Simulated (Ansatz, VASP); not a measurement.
**AlNi3: VASP beside Ansatz**

```xyz
4
Lattice="3.7004 0.0000 0.0000 0.0000 3.7004 0.0000 0.0000 0.0000 3.5667" Properties=species:S:1:pos:R:3 pbc="T T T"
Al    0.0000    0.0000    0.0000
Ni    0.0000    1.8502    1.7833
Ni    1.8502    0.0000    1.7833
Ni    1.8502    1.8502    0.0000
```

Change from the starting cell: strain +0.0375 x Voigt [1, 1, 0, 0, 0, 0], atoms carried along.

Alike in both runs: task single point; functional PBE; k mesh 14 × 14 × 14; occupations gaussian, width 0.15 eV; collinear spin.

```csv
,VASP,Ansatz
version,VASP 6.6.1,Ansatz 0.2.0
potentials or method,"VASP PAW PBE potentials, release 64 (Al, Ni), cutoff 520 eV","scalar-relativistic, plane waves, PAW"
valence electrons in the cell,33,57
```

Ansatz gave:

| Item | Value |
| --- | --- |
| gap on the k mesh at the Fermi level (eV) | none |
| pressure (GPa) | -11.2 |
| traceless stress, the component that is largest in VASP (GPa) | 1.73 |
| net moment per atom (μB) | 0.18 |
| size of the moment on the site where the two differ most (μB) | 0.26 |

**Question.** Which values does VASP return?

**Answer.** gap on the k mesh at the Fermi level (eV): none; pressure (GPa): -11.1; traceless stress, the component that is largest in VASP (GPa): 1.65; net moment per atom (μB): 0.17; size of the moment on the site where the two differ most (μB): 0.24.

Site moments also hang on the region over which each program counts them. A gap of «none» marks a metal or a gap that the smearing closes. With one functional, cell and mesh, what is left measures potentials, basis and numerics. VASP's potentials hold 33 valence electrons a cell and Ansatz's 57, so a difference there can come from the potentials and not from the codes.
